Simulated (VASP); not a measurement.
Here is a VASP 6.6.1 calculation.

The input INCAR:

```
PREC = Accurate
ENCUT = 520
EDIFF = 1E-6
ISMEAR = -1
SIGMA = 0.1
LREAL = Auto
LASPH = True
NELM = 100
ALGO = Normal
ISIF = 2
LWAVE = False
LCHARG = False
GGA = PE
IBRION = 2
NSW = 80
EDIFFG = -0.03
```

The input KPOINTS:

```
regular mesh
0
Gamma
  2 3 1
```

Contents of POSCAR:

```
Al16H
1.0
    8.1000000000      0.0000000000      0.0000000000
    0.0000000000      5.7275650000      0.0000000000
    0.0000000000      0.0000000000     16.2956740000
Al H
16 1
Selective dynamics
Direct
    0.2500000000      0.2500000000      0.0613660000  F F F
    0.7500000000      0.2500000000      0.0613660000  F F F
    0.2500000000      0.7500000000      0.0613660000  F F F
    0.7500000000      0.7500000000      0.0613660000  F F F
    0.0000000000      0.0000000000      0.1492354000  T T T
    0.5000000000      0.0000000000      0.1492354000  T T T
    0.0000000000      0.5000000000      0.1492354000  T T T
    0.5000000000      0.5000000000      0.1492354000  T T T
    0.2500000000      0.2500000000      0.2371048000  T T T
    0.7500000000      0.2500000000      0.2371048000  T T T
    0.2500000000      0.7500000000      0.2371048000  T T T
    0.7500000000      0.7500000000      0.2371048000  T T T
    0.0000000000      0.0000000000      0.3249742000  T T T
    0.5000000000      0.0000000000      0.3249742000  T T T
    0.0000000000      0.5000000000      0.3249742000  T T T
    0.5000000000      0.5000000000      0.3249742000  T T T
    0.2406451000      0.2493872000      0.3317245000  T T T
```

Potentials or basis: VASP PAW PBE potentials, release 64 (Al, H).

The run is started by

```sh
$ cat potpaw_PBE.64/Al/POTCAR potpaw_PBE.64/H/POTCAR > POTCAR
$ mpirun -np 1 vasp_std > vasp.out
```

(1) What does it give for the band gap on the k mesh?

(2) Predict the energy gained by relaxing.

## Answers

(1) zero (an odd number of electrons rules out a gap without spin polarisation).

(2) 52.5 meV/atom.

Caveat: the k points lie up to 0.39 Å⁻¹ apart, too coarse for converged energies and pressures of a metal; there is no dipole correction, which matters where the two faces differ.
